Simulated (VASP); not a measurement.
Write the native input for VASP 6.6.1 that does the following.

| Quantity | Value |
| --- | --- |
| Task | single point |
| Functional | LDA |
| Potentials or basis | VASP PAW LDA potentials, release 64 (Te, Mo_sv) |
| Cutoff | 520 eV |
| k mesh | 9 × 9 × 2 |
| Occupations | gaussian, width 0.05 eV |
| Spin | no spin polarisation |
| Dipole correction | no |
| Further INCAR settings | ALGO = Normal; EDIFF = 1e-06; NBANDS = 20 |

The structure of Te2Mo lies in POSCAR:

```
Te2Mo
1.0
    3.5602328140      0.0000000000      0.0000000000
   -1.7801164070      3.0832520603      0.0000000000
    0.0000000000      0.0000000000     17.6992983982
Te Mo
2 1
Direct
    0.3333333333      0.6666666667      0.8978554500
    0.3333333333      0.6666666667      0.1021445500
    0.0000000000      0.0000000000      0.0000000000
```

This cell differs from its parent crystal: strain +0.0100 x Voigt [0, 0, 1, 0, 0, 0].

One way to write it, as run:

INCAR

```
SYSTEM = Te2Mo
  ALGO = Normal
  EDIFF = 1E-6
  ENCUT = 520
  GGA = CA
  ISIF = 2
  ISMEAR = 0
  LASPH = .True.
  LCHARG = .False.
  LREAL = .False.
  LWAVE = .False.
  NBANDS = 20
  NELM = 100
  PREC = Accurate
  SIGMA = 0.05
```

KPOINTS

```
k-points
0
Gamma
  9 9 2
  0 0 0
```

Potentials or basis: VASP PAW LDA potentials, release 64 (Te, Mo_sv).

Run with:

```sh
$ cat potpaw_LDA.64/Te/POTCAR potpaw_LDA.64/Mo_sv/POTCAR > POTCAR
$ mpirun -np 1 vasp_std > vasp.out
```

It gave:

The largest force is 0.605 eV/Å. The band gap on the k mesh is 1.06 eV.

Caveat: the cell differs from its parent crystal (strain +0.0100 x Voigt [0, 0, 1, 0, 0, 0]); spin-orbit coupling is left out, which moves the levels of the heavy elements.

Wall time 100 s on 1 thread of AMD EPYC 7R13 Processor (Zen 3), on a shared host, peak memory 0.26 GiB.
